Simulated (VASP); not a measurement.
# Be (Fd-3m) in VASP: further runs

Runs on Be. Level: RPBE. Tasks: single point.

All numbers are computed with VASP 6.6.1; they aren't measurements. Logs are shortened: lines on timing, memory, paths and dates and some standing lists are left out, and cuts for length are marked.

**1. The cell of the first run**

It takes space group Fd-3m (No. 227, cubic). The conventional cell has a = 4.737 Å, b = 4.737 Å, c = 4.737 Å, α = 90.00°, β = 90.00°, γ = 90.00°. Within 2.7 Å of Be (site symmetry -43m) lie 4 Be at 2.05 Å.

This isn't the form of Be at room conditions, which is hcp.

**2. Single point, RPBE (13.28 Å³/atom)**

INCAR

```
ALGO = Normal
EDIFF = 1E-7
ENCUT = 520
GGA = RP
ISIF = 2
ISMEAR = -1
LASPH = T
LCHARG = F
LREAL = F
LWAVE = F
NBANDS = 9
NELM = 80
PREC = Accurate
SIGMA = 0.1
```

KPOINTS

```
k-points
0
Gamma
  12 12 12
```

POSCAR

```
Be
1.0
    0.0000000000      2.3683616663      2.3683616663
    2.3683616663      0.0000000000      2.3683616663
    2.3683616663      2.3683616663      0.0000000000
Be
2
Direct
    0.1250000000      0.1250000000      0.1250000000
    0.8750000000      0.8750000000      0.8750000000
```

Potentials or basis: VASP PAW PBE potentials, release 64 (Be).

Launch:

```
cat potpaw_PBE.64/Be/POTCAR > POTCAR
mpirun -np 1 vasp_std > vasp.out
```

OUTCAR:

```text
EDIFF = 1E-7
   ENCUT = 520
   GGA = RP
   ISIF = 2
   ISMEAR = -1
   LASPH = T
   LREAL = F
   NELM = 80
   PREC = Accurate

 ion  position               nearest neighbor table
   1  0.125  0.125  0.125-   2 2.05   2 2.05   2 2.05   2 2.05
   2  0.875  0.875  0.875-   1 2.05   1 2.05   1 2.05   1 2.05

  LATTYP: Found a face centered cubic cell.
 ALAT       =     4.7367233326

  Lattice vectors:

 A1 = (   0.0000000000,   2.3683616663,   2.3683616663)
 A2 = (   2.3683616663,   0.0000000000,   2.3683616663)
 A3 = (   2.3683616663,   2.3683616663,   0.0000000000)

Analysis of symmetry for initial positions (statically):
=====================================================================
 Subroutine PRICEL returns:
 Original cell was already a primitive cell.

 Routine SETGRP: Setting up the symmetry group for a
 face centered cubic supercell.

 Subroutine GETGRP returns: Found 48 space group operations
 (whereof 12 operations were pure point group operations)
 out of a pool of 48 trial point group operations.

The static configuration has the point symmetry D_3d.
 The point group associated with its full space group is O_h .

Analysis of symmetry for dynamics (positions and initial velocities):
=====================================================================
 Subroutine PRICEL returns:
 Original cell was already a primitive cell.

 Routine SETGRP: Setting up the symmetry group for a
 face centered cubic supercell.

 Subroutine GETGRP returns: Found 48 space group operations
 (whereof 12 operations were pure point group operations)
 out of a pool of 48 trial point group operations.

The dynamic configuration has the point symmetry D_3d.
 The point group associated with its full space group is O_h .

 Subroutine INISYM returns: Found 48 space group operations
 (whereof 12 operations are pure point group operations),
 and found     1 'primitive' translations

----------------------------------------------------------------------------------------

                                     Primitive cell

  volume of cell :      26.5689

  direct lattice vectors                    reciprocal lattice vectors
     0.000000000  2.368361666  2.368361666    -0.211116405  0.211116405  0.211116405
     2.368361666  0.000000000  2.368361666     0.211116405 -0.211116405  0.211116405
     2.368361666  2.368361666  0.000000000     0.211116405  0.211116405 -0.211116405

  length of vectors
     3.349369189  3.349369189  3.349369189     0.365664339  0.365664339  0.365664339

  position of ions in fractional coordinates (direct lattice)
[... 85 lines left out ...]
   ISIF   =      2    stress and relaxation
   ISYM   =      2    0-nonsym 1-usesym 2-fastsym
   POTIM  = 0.5000    time-step for ionic-motion
   TEBEG  =    0.0;   TEEND  =   0.0 temperature during run
   PSTRESS=    0.0 pullay stress
   NELECT =       4.0000    total number of electrons
   NUPDOWN=      -1.0000    fix difference up-down
   EMIN   =  10.00;   EMAX   =-10.00  energy-range for DOS
   EFERMI =   0.00;   METHOD = LEGACY
   ISMEAR =    -1;   SIGMA  =   0.10  broadening in eV -4-tet -1-fermi 0-gaus
   EFERMI_NEDOS =   21; number of points for ismear=-14 and -15
   IALGO  =     38    algorithm
   IMIX   =      4    mixing-type and parameters
     AMIX     =   0.40;   BMIX     =  1.00
     AMIX_MAG =   1.60;   BMIX_MAG =  1.00
  volume/ion in A,a.u.               =      13.28        89.65
  Fermi-wavevector in a.u.,A,eV,Ry     =   0.870904  1.645769 10.319655  0.758473
  Thomas-Fermi vector in A             =   1.989935
   LORBIT       =      0    0 simple, 1 ext, 2 COOP (PROOUT), +10 PAW based schemes
   GGA     = RP    functional components
   LHFCALC =     F    Hartree Fock is set to
   AEXX    =    0.0000 exact exchange contribution
   IVDW    =     0    specifies the selected vdW correction
   LEPSILON=     F    determine dielectric tensor
   LRPA    =     F    only Hartree local field effects (RPA)
 non-spin polarized calculation
  energy-cutoff  :      520.00
  volume of cell :       26.57
 maximum number of plane-waves:       725
 NGX is ok and might be reduce to    28
   NGX = 13   NGY = 13   NGZ = 13

 number of electron       4.0000000 magnetization

 Free energy of the ion-electron system (eV)
  ---------------------------------------------------
  ext. energy  EPLUGINS =         0.00000000
  ---------------------------------------------------
  free energy    TOTEN  =        -3.80052456 eV

  energy without entropy =       -3.76815134  energy(sigma->0) =       -3.78433795

 E-fermi :   2.4185     XC(G=0):  -8.8393

 val. band max:        2.4140070714   @ k =  -0.3333   0.4167   0.1667
 cond. band min:       2.4931431890   @ k =  -0.4167   0.3333   0.1667
 fundamental gap:      0.0791361177
 Fermi energy:         2.4184718662

 k-point     1 :       0.0000    0.0000    0.0000
  band No.  band energies     occupation
      1      -5.3433      2.00000
      2       7.5745      0.00000
      3       7.5745      0.00000
      4       7.5745      0.00000
      5      10.1719      0.00000
      6      10.1719      0.00000
      7      10.1719      0.00000
      8      17.7505      0.00000
      9      17.8863      0.00000
[... 265 lines left out ...]
 k-point    24 :      -0.4167    0.1667    0.0000
  band No.  band energies     occupation
      1      -1.4418      2.00000
      2      -0.5849      2.00000
      3       3.9794      0.00000
      4       5.0595      0.00000
      5      10.5938      0.00000
      6      12.8027      0.00000
      7      14.6923      0.00000
      8      16.5303      0.00000
      9      18.4710      0.00000

 [... further k-points ...]

------------------------ aborting loop because EDIFF is reached ----------------------------------------

  FORCE on cell =-STRESS in cart. coord.  units (eV):
  Direction    XX          YY          ZZ          XY          YZ          ZX
  --------------------------------------------------------------------------------------
  -------------------------------------------------------------------------------------
  Total        1.0920914      1.0920914      1.0920914      0.0000000      0.0000000      0.0000000
  in kB       65.8560215     65.8560215     65.8560215      0.0000000      0.0000000      0.0000000
  external PRESSURE =      65.8560215 kB  Pullay stress =       0.0000000 kB

 VOLUME and BASIS-vectors are now :
 -----------------------------------------------------------------------------
  energy-cutoff  :      520.00
  volume of cell :       26.57
      direct lattice vectors                 reciprocal lattice vectors
     0.000000000  2.368361666  2.368361666    -0.211116405  0.211116405  0.211116405
     2.368361666  0.000000000  2.368361666     0.211116405 -0.211116405  0.211116405
     2.368361666  2.368361666  0.000000000     0.211116405  0.211116405 -0.211116405

 POSITION                                       TOTAL-FORCE (eV/Angst)
 -----------------------------------------------------------------------------------
      0.59209      0.59209      0.59209         0.000000     -0.000000      0.000000
      4.14463      4.14463      4.14463        -0.000000      0.000000     -0.000000
 -----------------------------------------------------------------------------------
    total drift:                               -0.000000     -0.000000     -0.000000

  FREE ENERGIE OF THE ION-ELECTRON SYSTEM (eV)
  ---------------------------------------------------
  free  energy   TOTEN  =        -3.8005245600 eV

  energy  without entropy=       -3.7681513358  energy(sigma->0) =       -3.78433795
```

OSZICAR:

```text
N       E                     dE             d eps       ncg     rms          rms(c)
DAV:   1    -0.234870825845E+00   -0.23487E+00   -0.14468E+03  1296   0.339E+02
DAV:   2    -0.377966395865E+01   -0.35448E+01   -0.33836E+01  1902   0.392E+01
DAV:   3    -0.384160048418E+01   -0.61937E-01   -0.60050E-01  1608   0.380E+00
DAV:   4    -0.384172422810E+01   -0.12374E-03   -0.12371E-03  1793   0.171E-01
DAV:   5    -0.384172424983E+01   -0.21723E-07   -0.21457E-07  1615   0.236E-03    0.898E-01
DAV:   6    -0.381161339547E+01    0.30111E-01   -0.97813E-03  1777   0.770E-01    0.544E-01
DAV:   7    -0.380050239576E+01    0.11111E-01   -0.12072E-02  1844   0.828E-01    0.342E-02
DAV:   8    -0.380053330234E+01   -0.30907E-04   -0.10546E-04  1549   0.603E-02    0.126E-02
DAV:   9    -0.380052614963E+01    0.71527E-05   -0.21668E-05  1448   0.365E-02    0.271E-03
DAV:  10    -0.380052471787E+01    0.14318E-05   -0.50888E-07  1527   0.568E-03    0.667E-04
DAV:  11    -0.380052457589E+01    0.14199E-06   -0.52744E-08  1115   0.144E-03    0.101E-04
DAV:  12    -0.380052455996E+01    0.15923E-07   -0.23740E-09   765   0.341E-04
   1 F= -.38005246E+01 E0= -.37843379E+01  d E =-.323732E-01
```

It took 31 s on 1 thread of AMD EPYC 7R13, shared host; peak memory 0.12 GiB.

What came out:

| Item | Value |
| --- | --- |
| Free energy | -3.8005 eV |
| Pressure | 6.6 GPa |
| Band gap on the k mesh | zero (bands 2 and 3 overlap by 6.78 eV) |

Caveat: the cell stands under pressure; the PAW data sets were made with another functional, which shifts forces and pressure a little.

**3. Single point, RPBE (13.89 Å³/atom)**

This run uses another cell than the first one, of 13.89 Å³/atom.

INCAR

```
ALGO = Normal ; EDIFF = 1E-6
ENCUT = 520 ; GGA = RP
ISIF = 2 ; ISMEAR = -1
LASPH = True ; LCHARG = False
LREAL = False ; LWAVE = False
NBANDS = 9 ; NELM = 100
PREC = Accurate ; SIGMA = 0.1
```

KPOINTS is that of step 2.

POSCAR

```
Be
1.0
    0.0000000000      2.4037155602      2.4037155602
    2.4037155602      0.0000000000      2.4037155602
    2.4037155602      2.4037155602      0.0000000000
Be
2
Direct
    0.1250000000      0.1250000000      0.1250000000
    0.8750000000      0.8750000000      0.8750000000
```

Potentials or basis: VASP PAW PBE potentials, release 64 (Be).

Launch:

```
cat potpaw_PBE.64/Be/POTCAR > POTCAR
mpirun -np 1 vasp_std > vasp.out
```

Wall time 33 s (1 thread of AMD EPYC 7R13, shared host); peak memory 0.12 GiB.

The run converged. Its results:

```yaml
Free_energy: -3.8400 eV
Pressure: 4.0 GPa
Band_gap_on_the_k_mesh: zero (bands 2 and 3 overlap by 6.51 eV)
```

Levels at points of the mesh, in eV from the Fermi level:
| k point | band 1 | band 2 | band 3 | band 4 | band 5 | band 6 |
| --- | --- | --- | --- | --- | --- | --- |
| (0.00, 0.00, 0.00) | -7.57 | 5.00 | 5.00 | 5.00 | 7.55 | 7.55 |
| (0.50, 0.00, 0.00) | -3.75 | -3.70 | 3.17 | 3.17 | 8.70 | 8.70 |
| (0.50, 0.50, 0.00) | -2.48 | -2.48 | 0.75 | 0.75 | 6.38 | 6.38 |

Caveat: the cell stands under pressure; the PAW data sets were made with another functional, which shifts forces and pressure a little.

[end of part 1 of 2]

The gap in the log of VASP goes by the Fermi energy; the results here count the filled bands.